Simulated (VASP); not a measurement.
# BaTiO3 (Cm) in VASP: single point with PBE+U

Aim: the single point of BaTiO3 with PBE+U.

Program: VASP 6.6.1. These are calculated values, not measurements. Logs are shortened: lines on timing, memory, paths and dates and some standing lists are left out, and cuts for length are marked.

## Step 1: The cell of the first run

It takes space group Cm (No. 8, monoclinic). Conventional cell: a = 5.738 Å, b = 5.721 Å, c = 4.051 Å, α = 90.00°, β = 90.24°, γ = 90.00°. Ba (site symmetry m) has 12 O at 2.80 to 2.94 Å and 8 Ti at 3.30 to 3.76 Å within 3.8 Å. Ti (site symmetry m) has 6 O at 1.73 to 2.32 Å within 2.4 Å. Within 2.4 Å of O (site symmetry m) lie 2 Ti at 1.73 to 2.32 Å. Within 2.6 Å of O (site symmetry 1) lie 2 Ti at 1.98 to 2.12 Å.

## Step 2: Single point, PBE+U (atom 2 (Ti) moved by (+0.300, -0.300) A along y and z)

Input file INCAR:

```
SYSTEM = BaTiO3
  PREC = Accurate
  ENCUT = 520
  EDIFF = 1E-6
  ISMEAR = 0
  SIGMA = 0.05
  LREAL = .False.
  LASPH = .True.
  NELM = 150
  ALGO = Normal
  ISIF = 2
  LWAVE = .False.
  LCHARG = .False.
  LMAXMIX = 4
  LDAU = .True.
  LDAUTYPE = 2
  LDAUL = -1 2 -1
  LDAUU = 0 4 0
  LDAUJ = 0 0 0
  LDAUPRINT = 1
  GGA = PE
  NBANDS = 28
```

Input file KPOINTS:

```
Automatic mesh
0
Gamma
  6 6 6
  0 0 0
```

Input file POSCAR:

```
BaTiO3
1.0
    2.8603720851      1.6514365933      2.3460535783
   -2.8603720851      1.6514365933      2.3460535783
    0.0000000000     -3.3028731867      2.3460535783
Ba Ti O
1 1 3
Direct
    0.0026800181      0.0026800181      0.0026800181
    0.5004511480      0.5004511480      0.4096211393
    0.4903227049      0.4903227049      0.9825753212
    0.4903227049      0.9825753212      0.4903227049
    0.9825753212      0.4903227049      0.4903227049
```

Potentials or basis: VASP PAW PBE potentials, release 64 (Ba_sv, Ti_sv, O).

On the command line:

```sh
$ cat potpaw_PBE.64/Ba_sv/POTCAR potpaw_PBE.64/Ti_sv/POTCAR potpaw_PBE.64/O/POTCAR > POTCAR
$ mpirun -np 1 vasp_std > vasp.out
```

OUTCAR:

```text
SYSTEM = BaTiO3
   PREC = Accurate
   ENCUT = 520
   EDIFF = 1E-6
   ISMEAR = 0
   LREAL = .False.
   LASPH = .True.
   NELM = 150
   ISIF = 2
   GGA = PE

 ion  position               nearest neighbor table
   1  0.003  0.003  0.003-   3 2.80   4 2.80   5 2.80   3 2.86   3 2.86   5 2.86   4 2.86   4 2.86
                             5 2.86   3 2.94   4 2.94   5 2.94   2 3.30   2 3.30   2 3.30   2 3.31
   2  0.500  0.500  0.410-   3 1.73   4 1.98   5 1.98   4 2.12   5 2.12   3 2.32   1 3.30   1 3.30
                             1 3.30   1 3.31   1 3.72   1 3.74   1 3.74   1 3.76
   3  0.490  0.490  0.983-   2 1.73   2 2.32   1 2.80   1 2.86   1 2.86   1 2.94
   4  0.490  0.983  0.490-   2 1.98   2 2.12   1 2.80   1 2.86   1 2.86   1 2.94
   5  0.983  0.490  0.490-   2 1.98   2 2.12   1 2.80   1 2.86   1 2.86   1 2.94

  LATTYP: Found a trigonal (rhomboedric) cell.
 ALAT       =     4.0512885208
 COS(alpha) =     0.0030148013

  Lattice vectors:

 A1 = (   2.8603720851,   1.6514365933,   2.3460535783)
 A2 = (  -2.8603720851,   1.6514365933,   2.3460535783)
 A3 = (   0.0000000000,  -3.3028731867,   2.3460535783)

Analysis of symmetry for initial positions (statically):
=====================================================================
 Subroutine PRICEL returns:
 Original cell was already a primitive cell.

 Routine SETGRP: Setting up the symmetry group for a
 trigonal (rhombohedral) supercell.

 Subroutine GETGRP returns: Found  2 space group operations
 (whereof  2 operations were pure point group operations)
 out of a pool of 12 trial point group operations.

The static configuration has the point symmetry C_1h.

Analysis of symmetry for dynamics (positions and initial velocities):
=====================================================================
 Subroutine PRICEL returns:
 Original cell was already a primitive cell.

 Routine SETGRP: Setting up the symmetry group for a
 trigonal (rhombohedral) supercell.

 Subroutine GETGRP returns: Found  2 space group operations
 (whereof  2 operations were pure point group operations)
 out of a pool of 12 trial point group operations.

The dynamic configuration has the point symmetry C_1h.

 Subroutine INISYM returns: Found  2 space group operations
 (whereof  2 operations are pure point group operations),
 and found     1 'primitive' translations

----------------------------------------------------------------------------------------

                                     Primitive cell

  volume of cell :      66.4926

  direct lattice vectors                    reciprocal lattice vectors
     2.860372085  1.651436593  2.346053578     0.174802433  0.100922232  0.142082575
    -2.860372085  1.651436593  2.346053578    -0.174802433  0.100922232  0.142082575
     0.000000000 -3.302873187  2.346053578     0.000000000 -0.201844464  0.142082575

  length of vectors
     4.051288521  4.051288521  4.051288521     0.246837286  0.246837286  0.246837286

  position of ions in fractional coordinates (direct lattice)
     0.002680018  0.002680018  0.002680018
     0.500451148  0.500451148  0.409621139
     0.490322705  0.490322705  0.982575321
     0.490322705  0.982575321  0.490322705
     0.982575321  0.490322705  0.490322705

  ion indices of the primitive-cell ions
   primitive index   ion index
                 1           1
                 2           2
                 3           3
                 4           4
                 5           5

----------------------------------------------------------------------------------------

 KPOINTS: Automatic mesh

Automatic generation of k-mesh.
 Grid dimensions read from file:
 generate k-points for:    6    6    6

 Generating k-lattice:

  Cartesian coordinates                     Fractional coordinates (reciprocal lattice)
     0.029133739  0.016820372  0.023680429     0.166666667  0.000000000  0.000000000
    -0.029133739  0.016820372  0.023680429     0.000000000  0.166666667  0.000000000
     0.000000000 -0.033640744  0.023680429     0.000000000  0.000000000  0.166666667

  Length of vectors
     0.041139548  0.041139548  0.041139548

  Shift w.r.t. Gamma in fractional coordinates (k-lattice)
     0.000000000  0.000000000  0.000000000

 Subroutine IBZKPT returns following result:
 ===========================================

 Found     68 irreducible k-points:

 Following reciprocal coordinates:
            Coordinates               Weight
  0.000000  0.000000  0.000000      1.000000
  0.166667  0.000000 -0.000000      4.000000
 -0.000000 -0.000000  0.166667      2.000000
  0.333333 -0.000000  0.000000      4.000000
  0.000000  0.000000  0.333333      2.000000
  0.500000 -0.000000  0.000000      2.000000
[... 16 lines left out ...]
  0.500000  0.333333 -0.000000      4.000000
  0.500000 -0.000000 -0.333333      4.000000
 [... further k-points ...]
   k-points           NKPTS =     68   k-points in BZ     NKDIM =     68   number of bands    NBANDS=     28
   number of dos      NEDOS =    301   number of ions     NIONS =      5
   total plane-waves  NPLWV =  27000
   dimension x,y,z NGX =    30 NGY =   30 NGZ =   30
   dimension x,y,z NGXF=    60 NGYF=   60 NGZF=   60
   ions per type =               1   1   3
   NGX,Y,Z   is equivalent  to a cutoff of  12.31, 12.31, 12.31 a.u.
   NGXF,Y,Z  is equivalent  to a cutoff of  24.62, 24.62, 24.62 a.u.
 SYSTEM =  BaTiO3
   PREC   = accura    normal or accurate (medium, high low for compatibility)
   ISTART =      0    job   : 0-new  1-cont  2-samecut
   ICHARG =      2    charge: 1-file 2-atom 10-const
   ISPIN  =      1    spin polarized calculation?
   LNONCOLLINEAR =      F non collinear calculations
   LSORBIT =      F    spin-orbit coupling
   LASPH  =      T    aspherical Exc in radial PAW
   ENCUT  =  520.0 eV  38.22 Ry    6.18 a.u.   7.53  7.53  7.53*2*pi/ulx,y,z
   NELM   =    150;   NELMIN=  2; NELMDL= -5     # of ELM steps
   EDIFF  = 0.1E-05   stopping-criterion for ELM
   LREAL  =      F    real-space projection
   EDIFFG = 0.1E-04   stopping-criterion for IOM
   NSW    =      0    number of steps for IOM
   IBRION =     -1    ionic relax: 0-MD 1-quasi-New 2-CG
   NFREE  =      0    steps in history (QN), initial steepest desc. (CG)
   ISIF   =      2    stress and relaxation
   ISYM   =      2    0-nonsym 1-usesym 2-fastsym
   POTIM  = 0.5000    time-step for ionic-motion
   TEBEG  =    0.0;   TEEND  =   0.0 temperature during run
   PSTRESS=    0.0 pullay stress
   NELECT =      40.0000    total number of electrons
   NUPDOWN=      -1.0000    fix difference up-down
   EMIN   =  10.00;   EMAX   =-10.00  energy-range for DOS
   EFERMI =   0.00;   METHOD = LEGACY
   ISMEAR =     0;   SIGMA  =   0.05  broadening in eV -4-tet -1-fermi 0-gaus
   EFERMI_NEDOS =   21; number of points for ismear=-14 and -15
   IALGO  =     38    algorithm
   IMIX   =      4    mixing-type and parameters
     AMIX     =   0.40;   BMIX     =  1.00
     AMIX_MAG =   1.60;   BMIX_MAG =  1.00
  volume/ion in A,a.u.               =      13.30        89.74
  Fermi-wavevector in a.u.,A,eV,Ry     =   1.381986  2.611575 25.985565  1.909885
  Thomas-Fermi vector in A             =   2.506719
   LORBIT       =      0    0 simple, 1 ext, 2 COOP (PROOUT), +10 PAW based schemes
 LDA+U is selected, type is set to LDAUTYPE =  2
   angular momentum for each species LDAUL =    -1    2   -1
   U (eV)           for each species LDAUU =   0.0  4.0  0.0
   J (eV)           for each species LDAUJ =   0.0  0.0  0.0
   GGA     = PE    functional components
   LHFCALC =     F    Hartree Fock is set to
   AEXX    =    0.0000 exact exchange contribution
   IVDW    =     0    specifies the selected vdW correction
   LEPSILON=     F    determine dielectric tensor
   LRPA    =     F    only Hartree local field effects (RPA)
 non-spin polarized calculation
 Gauss-broadening in eV      SIGMA  =   0.05
  energy-cutoff  :      520.00
  volume of cell :       66.49
 maximum number of plane-waves:      1812
   NGX = 15   NGY = 15   NGZ = 15

atom =   2  type =  2  l = 2

 onsite density matrix

spin component  1

  0.1496  0.0000  0.0000  0.0356  0.0000
  0.0000  0.2260 -0.0140  0.0000  0.0841
  0.0000 -0.0140  0.1207  0.0000  0.0121
  0.0356  0.0000  0.0000  0.1984  0.0000
  0.0000  0.0841  0.0121  0.0000  0.1629

spin component  2

  0.1496  0.0000  0.0000  0.0356  0.0000
  0.0000  0.2260 -0.0140  0.0000  0.0841
  0.0000 -0.0140  0.1207  0.0000  0.0121
  0.0356  0.0000  0.0000  0.1984  0.0000
  0.0000  0.0841  0.0121  0.0000  0.1629

 occupancies and eigenvectors

  o =  0.0930  v =  0.0000 -0.4885 -0.5442  0.0000  0.6821  0.0000  0.0000  0.0000  0.0000  0.0000      0.0000  0.0000  0.0000  0.0000  0.0000  0.0000  0.0000  0.0000  0.0000  0.0000
  o =  0.0930  v =  0.0000  0.0000  0.0000  0.0000  0.0000  0.0000 -0.4885 -0.5442  0.0000  0.6821      0.0000  0.0000  0.0000  0.0000  0.0000  0.0000  0.0000  0.0000  0.0000  0.0000
  o =  0.1309  v =  0.0000  0.0000  0.0000  0.0000  0.0000 -0.8848  0.0000  0.0000  0.4660  0.0000      0.0000  0.0000  0.0000  0.0000  0.0000  0.0000  0.0000  0.0000  0.0000  0.0000
  o =  0.1309  v = -0.8848  0.0000  0.0000  0.4660  0.0000  0.0000  0.0000  0.0000  0.0000  0.0000      0.0000  0.0000  0.0000  0.0000  0.0000  0.0000  0.0000  0.0000  0.0000  0.0000
  o =  0.1322  v =  0.0000 -0.2892  0.8385  0.0000  0.4619  0.0000  0.0000  0.0000  0.0000  0.0000      0.0000  0.0000  0.0000  0.0000  0.0000  0.0000  0.0000  0.0000  0.0000  0.0000
  o =  0.1322  v =  0.0000  0.0000  0.0000  0.0000  0.0000  0.0000 -0.2892  0.8385  0.0000  0.4619      0.0000  0.0000  0.0000  0.0000  0.0000  0.0000  0.0000  0.0000  0.0000  0.0000
  o =  0.2171  v = -0.4660  0.0000  0.0000 -0.8848  0.0000  0.0000  0.0000  0.0000  0.0000  0.0000      0.0000  0.0000  0.0000  0.0000  0.0000  0.0000  0.0000  0.0000  0.0000  0.0000
  o =  0.2171  v =  0.0000  0.0000  0.0000  0.0000  0.0000 -0.4660  0.0000  0.0000 -0.8848  0.0000      0.0000  0.0000  0.0000  0.0000  0.0000  0.0000  0.0000  0.0000  0.0000  0.0000
  o =  0.2844  v =  0.0000  0.0000  0.0000  0.0000  0.0000  0.0000  0.8233 -0.0284  0.0000  0.5669      0.0000  0.0000  0.0000  0.0000  0.0000  0.0000  0.0000  0.0000  0.0000  0.0000
  o =  0.2844  v =  0.0000  0.8233 -0.0284  0.0000  0.5669  0.0000  0.0000  0.0000  0.0000  0.0000      0.0000  0.0000  0.0000  0.0000  0.0000  0.0000  0.0000  0.0000  0.0000  0.0000

 number of electron      40.0000010 magnetization

 Free energy of the ion-electron system (eV)
  ---------------------------------------------------
  ext. energy  EPLUGINS =         0.00000000
  ---------------------------------------------------
  free energy    TOTEN  =       -36.80893215 eV

  energy without entropy =      -36.80893215  energy(sigma->0) =      -36.80893215

 E-fermi :   4.1067     XC(G=0): -11.0488

 val. band max:        3.8892750115   @ k =   0.5000   0.5000   0.5000
 cond. band min:       6.2016500321   @ k =   0.0000   0.0000   0.0000
 fundamental gap:      2.3123750206
 Fermi energy:         4.1066580562

 k-point     1 :       0.0000    0.0000    0.0000
  band No.  band energies     occupation
      1     -53.7022      2.00000
      2     -30.0493      2.00000
      3     -29.8646      2.00000
      4     -29.8646      2.00000
      5     -21.3369      2.00000
      6     -13.3087      2.00000
[... 20 lines left out ...]
     27       8.7262      0.00000
     28      10.5462      0.00000

 k-point     2 :       0.1667    0.0000   -0.0000
  band No.  band energies     occupation
      1     -53.7020      2.00000
      2     -30.0489      2.00000
      3     -29.8738      2.00000
      4     -29.8642      2.00000
      5     -21.3127      2.00000
      6     -13.3498      2.00000
[... 20 lines left out ...]
     27       9.1444      0.00000
     28      11.1411      0.00000

 k-point     3 :      -0.0000   -0.0000    0.1667
  band No.  band energies     occupation
      1     -53.7020      2.00000
      2     -30.0593      2.00000
      3     -29.8642      2.00000
      4     -29.8642      2.00000
      5     -21.3137      2.00000
      6     -13.2282      2.00000
[... 616 lines left out ...]
      3     -29.8994      2.00000
      4     -29.8899      2.00000
      5     -21.1900      2.00000
      6     -13.2770      2.00000
[... 20 lines left out ...]
     27      11.4300      0.00000
     28      12.7823      0.00000

 k-point    24 :       0.5000   -0.0000   -0.3333
  band No.  band energies     occupation
      1     -53.7009      2.00000
      2     -30.0767      2.00000
      3     -29.8995      2.00000
      4     -29.8620      2.00000
      5     -21.1907      2.00000
      6     -13.0925      2.00000
[... 20 lines left out ...]
     27      11.7163      0.00000
     28      12.8330      0.00000

 [... further k-points ...]
[... 5 lines left out ...]
  --------------------------------------------------------------------------------------
  -------------------------------------------------------------------------------------
  Total        1.5669010      4.4052320      2.7125542      0.0000000     -2.0787466      0.0000000
  in kB       37.7553533    106.1465187     65.3605046      0.0000000    -50.0885578      0.0000000
  external PRESSURE =      69.7541255 kB  Pullay stress =       0.0000000 kB

 VOLUME and BASIS-vectors are now :
 -----------------------------------------------------------------------------
  energy-cutoff  :      520.00
  volume of cell :       66.49
      direct lattice vectors                 reciprocal lattice vectors
     2.860372085  1.651436593  2.346053578     0.174802433  0.100922232  0.142082575
    -2.860372085  1.651436593  2.346053578    -0.174802433  0.100922232  0.142082575
     0.000000000 -3.302873187  2.346053578     0.000000000 -0.201844464  0.142082575

 POSITION                                       TOTAL-FORCE (eV/Angst)
 -----------------------------------------------------------------------------------
      0.00000     -0.00000      0.01886         0.000000      0.972047     -1.014186
      0.00000      0.30000      3.30916         0.000000     -3.730411      2.600682
      0.00000     -1.62585      4.60582         0.000000      1.477307     -1.123893
     -1.40803      0.81292      4.60582        -0.258622      0.640528     -0.231301
      1.40803      0.81292      4.60582         0.258622      0.640528     -0.231301
 -----------------------------------------------------------------------------------
    total drift:                               -0.000000      0.000544      0.000334

  FREE ENERGIE OF THE ION-ELECTRON SYSTEM (eV)
  ---------------------------------------------------
  free  energy   TOTEN  =       -36.8089321549 eV

  energy  without entropy=      -36.8089321549  energy(sigma->0) =      -36.80893215
```

Wall time 95 s (1 thread of Intel Xeon Platinum 8259CL at 2.50GHz (Skylake/Cascade Lake), shared host); peak memory 0.26 GiB.

Results:

| Quantity | Value |
| --- | --- |
| Free energy | -36.8089 eV |
| Pressure | 7.0 GPa |
| Largest force | 4.547 eV/Å |
| Band gap on the k mesh | 2.31 eV (least direct gap 2.84 eV) |

Forces on the atoms (eV/Å):
```
Ba   0.000  0.972 -1.014
Ti   0.000 -3.730  2.601
O    0.000  1.477 -1.124
O   -0.259  0.641 -0.231
O    0.259  0.641 -0.231
```

Levels at points of the mesh, in eV from the valence-band top:
| k point | band 16 | band 17 | band 18 | band 19 | band 20 | band 21 | band 22 | band 23 | band 24 | band 25 |
| --- | --- | --- | --- | --- | --- | --- | --- | --- | --- | --- |
| (0.00, 0.00, 0.00) | -2.01 | -1.30 | -1.02 | -0.59 | -0.53 | 2.31 | 3.17 | 3.19 | 4.07 | 4.45 |
| (0.50, 0.00, 0.00) | -1.98 | -1.77 | -1.60 | -1.51 | -1.33 | 3.39 | 3.73 | 3.95 | 4.39 | 5.25 |
| (0.00, 0.00, 0.50) | -2.30 | -2.09 | -1.92 | -0.84 | -0.80 | 2.48 | 4.12 | 4.24 | 4.28 | 5.85 |
| (0.50, 0.50, 0.00) | -2.46 | -2.10 | -1.83 | -1.81 | -0.08 | 3.90 | 3.93 | 4.16 | 4.29 | 6.85 |
| (0.50, 0.00, 0.50) | -2.45 | -1.91 | -1.03 | -0.90 | -0.54 | 3.85 | 4.31 | 4.32 | 4.71 | 6.79 |
| (0.50, 0.50, 0.50) | -2.73 | -2.24 | -0.41 | -0.41 | 0.00 | 4.25 | 4.35 | 4.40 | 5.44 | 6.36 |

Eigenvalues of the final occupation matrices:
| site | spin | trace | eigenvalues |
| --- | --- | --- | --- |
| site 2 d | 1 | 0.86 | 0.09 0.13 0.13 0.22 0.28 |
| site 2 d | 2 | 0.86 | 0.09 0.13 0.13 0.22 0.28 |

Caveat: the cell differs from its parent crystal (atom 2 (Ti) moved by (+0.300, -0.300) A along y and z); the cell stands under pressure; spin-orbit coupling is left out, which moves the levels of the heavy elements; forces of over 1 eV/Å act on the atoms, so gaps and moduli don't describe the material at rest.
